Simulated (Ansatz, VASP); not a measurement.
One calculation of Co, two programs

```
Co
1.0
     2.46870    0.00000    0.00000
    -1.23435    2.13796    0.00000
     0.00000    0.00000    3.96947
Co
2
Direct
  0.66667 0.33333 0.25000
  0.33333 0.66667 0.75000
```

Change from the starting cell: strain +0.0050 x Voigt [1, 1, 0, 0, 0, 0], atoms carried along.

Alike in both runs: task single point; functional PBEsol; k mesh 30 × 30 × 16; occupations gaussian, width 0.15 eV; collinear spin.

|  | VASP | Ansatz |
| --- | --- | --- |
| version | VASP 6.6.1 | Ansatz 0.2.0 |
| potentials or method | VASP PAW PBE potentials, release 64 (Co), cutoff 520 eV | scalar-relativistic, plane waves, PAW |
| valence electrons in the cell | 18 | 34 |

VASP gave:

- gap on the k mesh at the Fermi level (eV): none
- pressure (GPa): -3.3
- traceless stress, the component that is largest in VASP (GPa): 1.02
- net moment per atom (μB): 1.57
- size of the moment on the site where the two differ most (μB): 1.58

Which values does Ansatz return?

gap on the k mesh at the Fermi level (eV): none; pressure (GPa): -2.4; traceless stress, the component that is largest in VASP (GPa): 1.14; net moment per atom (μB): 1.58; size of the moment on the site where the two differ most (μB): 1.64.

VASP's potentials were made for PBE, not for PBEsol. Site moments also hang on the region over which each program counts them. A gap of «none» marks a metal or a gap that the smearing closes. VASP's potentials hold 18 valence electrons a cell and Ansatz's 34, so a difference there can come from the potentials and not from the codes.
